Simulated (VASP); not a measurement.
# CdSe (P6_3mc) in VASP: further runs, part 2 of 3

VASP 6.6.1. The steps go on from the part before.

### Step 4. Single point, LDA

This run uses another cell than the first one, of 23.85 Å³/atom.

Input file INCAR:

```
SYSTEM = CdSe
PREC = Accurate ; ENCUT = 520
EDIFF = 1E-6 ; ISMEAR = 0
SIGMA = 0.01 ; LREAL = .FALSE.
LASPH = .TRUE. ; NELM = 100
ALGO = Normal ; ISIF = 2
LWAVE = .FALSE. ; LCHARG = .FALSE.
GGA = CA ; NBANDS = 26
```

Input file KPOINTS:

```
Automatic mesh
0
G
  6 6 4
  0 0 0
```

Input file POSCAR:

```
CdSe
1.0
    4.0606500484      0.0000000000      0.0000000000
   -2.0303250242      3.5166260978      0.0000000000
    0.0000000000      0.0000000000      6.6797700695
Cd Se
2 2
Direct
    0.3333333333      0.6666666667      0.0059672346
    0.6666666667      0.3333333333      0.5059672346
    0.3333333333      0.6666666667      0.3790327654
    0.6666666667      0.3333333333      0.8790327654
```

Potentials or basis: VASP PAW LDA potentials, release 64 (Cd, Se).

Command:

```sh
cat potpaw_LDA.64/Cd/POTCAR potpaw_LDA.64/Se/POTCAR > POTCAR
mpirun -np 1 vasp_std > vasp.out
```

OUTCAR:

```text
SYSTEM = CdSe
   PREC = Accurate
   ENCUT = 520
   EDIFF = 1E-6
   ISMEAR = 0
   LREAL = .FALSE.
   LASPH = .TRUE.
   NELM = 100
   ISIF = 2
   GGA = CA

 ion  position               nearest neighbor table
   1  0.333  0.667  0.006-   3 2.49   4 2.49   4 2.49   4 2.49
   2  0.667  0.333  0.506-   4 2.49   3 2.49   3 2.49   3 2.49
   3  0.333  0.667  0.379-   1 2.49   2 2.49   2 2.49   2 2.49
   4  0.667  0.333  0.879-   2 2.49   1 2.49   1 2.49   1 2.49

  LATTYP: Found a hexagonal cell.
 ALAT       =     4.0606500484
 C/A-ratio  =     1.6450001822
[... 802 lines left out ...]
  Direction    XX          YY          ZZ          XY          YZ          ZX
  --------------------------------------------------------------------------------------
  -------------------------------------------------------------------------------------
  Total        6.4718666      6.4718666      6.5044856      0.0000000      0.0000000      0.0000000
  in kB      108.7068390    108.7068390    109.2547353      0.0000000      0.0000000      0.0000000
  external PRESSURE =     108.8894711 kB  Pullay stress =       0.0000000 kB

 VOLUME and BASIS-vectors are now :
 -----------------------------------------------------------------------------
  energy-cutoff  :      520.00
  volume of cell :       95.39
      direct lattice vectors                 reciprocal lattice vectors
     4.060650048  0.000000000  0.000000000     0.246265989  0.142181735  0.000000000
    -2.030325024  3.516626098  0.000000000     0.000000000  0.284363470  0.000000000
     0.000000000  0.000000000  6.679770069     0.000000000  0.000000000  0.149705752

 POSITION                                       TOTAL-FORCE (eV/Angst)
 -----------------------------------------------------------------------------------
     -0.00000      2.34442      0.03986         0.000000     -0.000000      0.000649
      2.03033      1.17221      3.37974        -0.000000      0.000000      0.000649
     -0.00000      2.34442      2.53185         0.000000     -0.000000     -0.000649
      2.03033      1.17221      5.87174        -0.000000     -0.000000     -0.000649
 -----------------------------------------------------------------------------------
    total drift:                                0.000000      0.000000      0.000651

  FREE ENERGIE OF THE ION-ELECTRON SYSTEM (eV)
  ---------------------------------------------------
  free  energy   TOTEN  =       -13.0969704700 eV

  energy  without entropy=      -13.0969704700  energy(sigma->0) =      -13.09697047
```

OSZICAR:

```text
N       E                     dE             d eps       ncg     rms          rms(c)
DAV:   1     0.257091777962E+03    0.25709E+03   -0.17421E+04  1092   0.128E+03
DAV:   2    -0.766927465394E+00   -0.25786E+03   -0.24886E+03  1190   0.326E+02
DAV:   3    -0.137634334648E+02   -0.12997E+02   -0.12931E+02  1324   0.746E+01
DAV:   4    -0.138643019950E+02   -0.10087E+00   -0.10076E+00  1202   0.613E+00
DAV:   5    -0.138648787292E+02   -0.57673E-03   -0.57671E-03  1298   0.439E-01    0.129E+01
DAV:   6    -0.131602189772E+02    0.70466E+00   -0.11750E+00  1446   0.128E+01    0.940E+00
DAV:   7    -0.131131074754E+02    0.47112E-01   -0.67952E-01  1160   0.462E+00    0.214E+00
DAV:   8    -0.130974970051E+02    0.15610E-01   -0.10938E-01  1146   0.352E+00    0.501E-01
DAV:   9    -0.130970339592E+02    0.46305E-03   -0.12298E-02  1176   0.118E+00    0.164E-01
DAV:  10    -0.130969658816E+02    0.68078E-04   -0.65305E-04  1236   0.308E-01    0.530E-02
DAV:  11    -0.130969694815E+02   -0.35998E-05   -0.52757E-05  1156   0.508E-02    0.126E-02
DAV:  12    -0.130969704700E+02   -0.98859E-06   -0.46545E-06  1188   0.195E-02
   1 F= -.13096970E+02 E0= -.13096970E+02  d E =-.345648E-26
```

stdout:

```text
POSCAR found type information on POSCAR CdSe
 POSCAR found :  2 types and       4 ions
 scaLAPACK will be used
 LDA part: xc-table for (Slater(with rela. corr.)+CA(PZ))
 , standard interpolation
 POSCAR, INCAR and KPOINTS ok, starting setup
 FFT: planning ... GRIDC
 FFT: planning ... GRID_SOFT
 FFT: planning ... GRID
 WAVECAR not read
 entering main loop
```

Wall time 83 s (1 thread of Intel Xeon 8259CL, shared host); peak memory 0.19 GiB.

What came out:

```
Free energy            : -13.0970 eV
Pressure               : 10.9 GPa
Band gap on the k mesh : 0.75 eV
```

Levels at points of the mesh, in eV from the valence-band top:
```tsv
k point	band 15	band 16	band 17	band 18	band 19	band 20	band 21	band 22
(0.00, 0.00, 0.00)	-1.04	-0.12	0.00	0.00	0.75	2.21	5.69	5.69
(0.50, 0.00, 0.00)	-3.58	-2.52	-1.92	-1.03	3.07	3.30	4.46	6.28
(0.00, 0.00, 0.50)	-0.55	-0.55	-0.55	-0.55	2.46	2.46	5.90	5.90
(0.50, 0.00, 0.50)	-1.90	-1.90	-1.84	-1.84	2.69	2.69	4.69	4.69
```

Caveat: the cell stands under pressure; semilocal functionals underestimate gaps, and a narrow one can read as zero. Expect the measured gap to be larger: semilocal functionals such as LDA lack the derivative discontinuity.

### Step 5. Single point, LDA

This run uses another cell than the first one, of 24.61 Å³/atom.

Input file INCAR:

```
PREC = Accurate
ENCUT = 520
EDIFF = 1E-6
ISMEAR = 0
SIGMA = 0.01
LREAL = F
LASPH = T
NELM = 80
ALGO = Normal
ISIF = 2
LWAVE = F
LCHARG = F
GGA = CA
NBANDS = 26
```

Input file KPOINTS:

```
Automatic mesh
0
Gamma
  6 6 4
```

Input file POSCAR:

```
CdSe
1.0
    4.1079232928      0.0000000000      0.0000000000
   -2.0539616464      3.5575659284      0.0000000000
    0.0000000000      0.0000000000      6.7368396260
Cd Se
2 2
Direct
    0.3333333333      0.6666666667      0.0054688645
    0.6666666667      0.3333333333      0.5054688645
    0.3333333333      0.6666666667      0.3795311355
    0.6666666667      0.3333333333      0.8795311355
```

Potentials or basis: VASP PAW LDA potentials, release 64 (Cd, Se).

Command:

```sh
cat potpaw_LDA.64/Cd/POTCAR potpaw_LDA.64/Se/POTCAR > POTCAR
mpirun -np 1 vasp_std > vasp.out
```

OUTCAR:

```text
PREC = Accurate
   ENCUT = 520
   EDIFF = 1E-6
   ISMEAR = 0
   LREAL = F
   LASPH = T
   NELM = 80
   ISIF = 2
   GGA = CA

 ion  position               nearest neighbor table
   1  0.333  0.667  0.005-   4 2.52   4 2.52   4 2.52   3 2.52
   2  0.667  0.333  0.505-   3 2.52   3 2.52   3 2.52   4 2.52
   3  0.333  0.667  0.380-   2 2.52   2 2.52   2 2.52   1 2.52
   4  0.667  0.333  0.880-   1 2.52   1 2.52   1 2.52   2 2.52

  LATTYP: Found a hexagonal cell.
 ALAT       =     4.1079232928
 C/A-ratio  =     1.6399623717

  Lattice vectors:

 A1 = (   4.1079232928,   0.0000000000,   0.0000000000)
 A2 = (  -2.0539616464,   3.5575659284,   0.0000000000)
 A3 = (   0.0000000000,   0.0000000000,   6.7368396260)

Analysis of symmetry for initial positions (statically):
=====================================================================
 Subroutine PRICEL returns:
 Original cell was already a primitive cell.

 Routine SETGRP: Setting up the symmetry group for a
 hexagonal supercell.

 Subroutine GETGRP returns: Found 12 space group operations
 (whereof  6 operations were pure point group operations)
 out of a pool of 24 trial point group operations.

The static configuration has the point symmetry C_3v.
 The point group associated with its full space group is C_6v.

Analysis of symmetry for dynamics (positions and initial velocities):
=====================================================================
 Subroutine PRICEL returns:
 Original cell was already a primitive cell.

 Routine SETGRP: Setting up the symmetry group for a
 hexagonal supercell.

 Subroutine GETGRP returns: Found 12 space group operations
 (whereof  6 operations were pure point group operations)
 out of a pool of 24 trial point group operations.

The dynamic configuration has the point symmetry C_3v.
 The point group associated with its full space group is C_6v.

 Subroutine INISYM returns: Found 12 space group operations
 (whereof  6 operations are pure point group operations),
 and found     1 'primitive' translations

----------------------------------------------------------------------------------------

                                     Primitive cell

  volume of cell :      98.4536

  direct lattice vectors                    reciprocal lattice vectors
     4.107923293  0.000000000  0.000000000     0.243432004  0.140545533  0.000000000
    -2.053961646  3.557565928  0.000000000     0.000000000  0.281091066  0.000000000
     0.000000000  0.000000000  6.736839626     0.000000000  0.000000000  0.148437555

  length of vectors
     4.107923293  4.107923293  6.736839626     0.281091066  0.281091066  0.148437555

  position of ions in fractional coordinates (direct lattice)
     0.333333333  0.666666667  0.005468865
     0.666666667  0.333333333  0.505468865
     0.333333333  0.666666667  0.379531136
     0.666666667  0.333333333  0.879531136

  ion indices of the primitive-cell ions
   primitive index   ion index
                 1           1
                 2           2
                 3           3
                 4           4

----------------------------------------------------------------------------------------

 KPOINTS: Automatic mesh

Automatic generation of k-mesh.
 Grid dimensions read from file:
 generate k-points for:    6    6    4

 Generating k-lattice:

  Cartesian coordinates                     Fractional coordinates (reciprocal lattice)
     0.040572001  0.023424256  0.000000000     0.166666667  0.000000000  0.000000000
     0.000000000  0.046848511  0.000000000     0.000000000  0.166666667  0.000000000
     0.000000000  0.000000000  0.037109389     0.000000000  0.000000000  0.250000000

  Length of vectors
     0.046848511  0.046848511  0.037109389

  Shift w.r.t. Gamma in fractional coordinates (k-lattice)
     0.000000000  0.000000000  0.000000000

 Subroutine IBZKPT returns following result:
 ===========================================

 Found     21 irreducible k-points:

 Following reciprocal coordinates:
            Coordinates               Weight
  0.000000  0.000000  0.000000      1.000000
  0.166667  0.000000  0.000000      6.000000
  0.333333  0.000000  0.000000      6.000000
  0.500000  0.000000  0.000000      3.000000
  0.166667  0.166667  0.000000      6.000000
  0.333333  0.166667  0.000000     12.000000
[... 13 lines left out ...]
  0.333333  0.166667  0.500000     12.000000
  0.333333  0.333333  0.500000      2.000000
   k-points           NKPTS =     21   k-points in BZ     NKDIM =     21   number of bands    NBANDS=     26
   number of dos      NEDOS =    301   number of ions     NIONS =      4
   total plane-waves  NPLWV =  51200
   dimension x,y,z NGX =    32 NGY =   32 NGZ =   50
   dimension x,y,z NGXF=    64 NGYF=   64 NGZF=  100
   ions per type =               2   2
   NGX,Y,Z   is equivalent  to a cutoff of  12.95, 12.95, 12.34 a.u.
   NGXF,Y,Z  is equivalent  to a cutoff of  25.90, 25.90, 24.68 a.u.
 SYSTEM =  unknown system
   PREC   = accura    normal or accurate (medium, high low for compatibility)
   ISTART =      0    job   : 0-new  1-cont  2-samecut
   ICHARG =      2    charge: 1-file 2-atom 10-const
   ISPIN  =      1    spin polarized calculation?
   LNONCOLLINEAR =      F non collinear calculations
   LSORBIT =      F    spin-orbit coupling
   LASPH  =      T    aspherical Exc in radial PAW
   ENCUT  =  520.0 eV  38.22 Ry    6.18 a.u.   7.64  7.64 12.53*2*pi/ulx,y,z
   NELM   =     80;   NELMIN=  2; NELMDL= -5     # of ELM steps
   EDIFF  = 0.1E-05   stopping-criterion for ELM
   LREAL  =      F    real-space projection
   EDIFFG = 0.1E-04   stopping-criterion for IOM
   NSW    =      0    number of steps for IOM
   IBRION =     -1    ionic relax: 0-MD 1-quasi-New 2-CG
   NFREE  =      0    steps in history (QN), initial steepest desc. (CG)
   ISIF   =      2    stress and relaxation
   ISYM   =      2    0-nonsym 1-usesym 2-fastsym
   POTIM  = 0.5000    time-step for ionic-motion
   TEBEG  =    0.0;   TEEND  =   0.0 temperature during run
   PSTRESS=    0.0 pullay stress
   NELECT =      36.0000    total number of electrons
   NUPDOWN=      -1.0000    fix difference up-down
   EMIN   =  10.00;   EMAX   =-10.00  energy-range for DOS
   EFERMI =   0.00;   METHOD = LEGACY
   ISMEAR =     0;   SIGMA  =   0.01  broadening in eV -4-tet -1-fermi 0-gaus
   EFERMI_NEDOS =   21; number of points for ismear=-14 and -15
   IALGO  =     38    algorithm
   IMIX   =      4    mixing-type and parameters
     AMIX     =   0.40;   BMIX     =  1.00
     AMIX_MAG =   1.60;   BMIX_MAG =  1.00
  volume/ion in A,a.u.               =      24.61       166.10
  Fermi-wavevector in a.u.,A,eV,Ry     =   1.170663  2.212232 18.646125  1.370451
  Thomas-Fermi vector in A             =   2.307118
   LORBIT       =      0    0 simple, 1 ext, 2 COOP (PROOUT), +10 PAW based schemes
   GGA     = CA    functional components
   LHFCALC =     F    Hartree Fock is set to
   AEXX    =    0.0000 exact exchange contribution
   IVDW    =     0    specifies the selected vdW correction
   LEPSILON=     F    determine dielectric tensor
   LRPA    =     F    only Hartree local field effects (RPA)
 non-spin polarized calculation
 Gauss-broadening in eV      SIGMA  =   0.01
  energy-cutoff  :      520.00
  volume of cell :       98.45
 maximum number of plane-waves:      2678
 NGX is ok and might be reduce to    32
   NGX = 15   NGY = 15   NGZ = 25

 number of electron      36.0000001 magnetization

 Free energy of the ion-electron system (eV)
  ---------------------------------------------------
  ext. energy  EPLUGINS =         0.00000000
  ---------------------------------------------------
  free energy    TOTEN  =       -13.27439294 eV

  energy without entropy =      -13.27439294  energy(sigma->0) =      -13.27439294

 E-fermi :   2.0684     XC(G=0):  -9.8880

 val. band max:        2.0241493872   @ k =   0.0000   0.0000   0.0000
 cond. band min:       2.7174262768   @ k =   0.0000   0.0000   0.0000
 fundamental gap:      0.6932768896
 Fermi energy:         2.0683871912

 k-point     1 :       0.0000    0.0000    0.0000
  band No.  band energies     occupation
      1     -11.4948      2.00000
      2     -10.9788      2.00000
      3      -6.5130      2.00000
      4      -6.4921      2.00000
      5      -6.4921      2.00000
      6      -6.3943      2.00000
[... 598 lines left out ...]
     25      10.8497      0.00000
     26      10.8497      0.00000

------------------------ aborting loop because EDIFF is reached ----------------------------------------

  FORCE on cell =-STRESS in cart. coord.  units (eV):
  Direction    XX          YY          ZZ          XY          YZ          ZX
  --------------------------------------------------------------------------------------
  -------------------------------------------------------------------------------------
  Total        4.7823857      4.7823857      4.7940647      0.0000000      0.0000000      0.0000000
  in kB       77.8258175     77.8258175     78.0158751      0.0000000      0.0000000      0.0000000
  external PRESSURE =      77.8891700 kB  Pullay stress =       0.0000000 kB

 VOLUME and BASIS-vectors are now :
 -----------------------------------------------------------------------------
  energy-cutoff  :      520.00
  volume of cell :       98.45
      direct lattice vectors                 reciprocal lattice vectors
     4.107923293  0.000000000  0.000000000     0.243432004  0.140545533  0.000000000
    -2.053961646  3.557565928  0.000000000     0.000000000  0.281091066  0.000000000
     0.000000000  0.000000000  6.736839626     0.000000000  0.000000000  0.148437555

 POSITION                                       TOTAL-FORCE (eV/Angst)
 -----------------------------------------------------------------------------------
     -0.00000      2.37171      0.03684        -0.000000      0.000000      0.001689
      2.05396      1.18586      3.40526        -0.000000     -0.000000      0.001689
     -0.00000      2.37171      2.55684        -0.000000     -0.000000     -0.001689
      2.05396      1.18586      5.92526         0.000000      0.000000     -0.001689
 -----------------------------------------------------------------------------------
    total drift:                               -0.000000     -0.000000     -0.000455

  FREE ENERGIE OF THE ION-ELECTRON SYSTEM (eV)
  ---------------------------------------------------
  free  energy   TOTEN  =       -13.2743929354 eV

  energy  without entropy=      -13.2743929354  energy(sigma->0) =      -13.27439294
```

stdout:

```text
POSCAR found type information on POSCAR CdSe
 POSCAR found :  2 types and       4 ions
 scaLAPACK will be used
 LDA part: xc-table for (Slater(with rela. corr.)+CA(PZ))
 , standard interpolation
 POSCAR, INCAR and KPOINTS ok, starting setup
 FFT: planning ... GRIDC
 FFT: planning ... GRID_SOFT
 FFT: planning ... GRID
 WAVECAR not read
 entering main loop
```

Run time: 75 s. Hardware: 1 thread of Intel Xeon 8259CL, shared host; peak memory 0.2 GiB.

Results:

- Free energy: -13.2744 eV
- Pressure: 7.8 GPa
- Band gap on the k mesh: 0.69 eV

Caveat: the cell stands under pressure; semilocal functionals underestimate gaps, and a narrow one can read as zero.

[end of part 2 of 3]
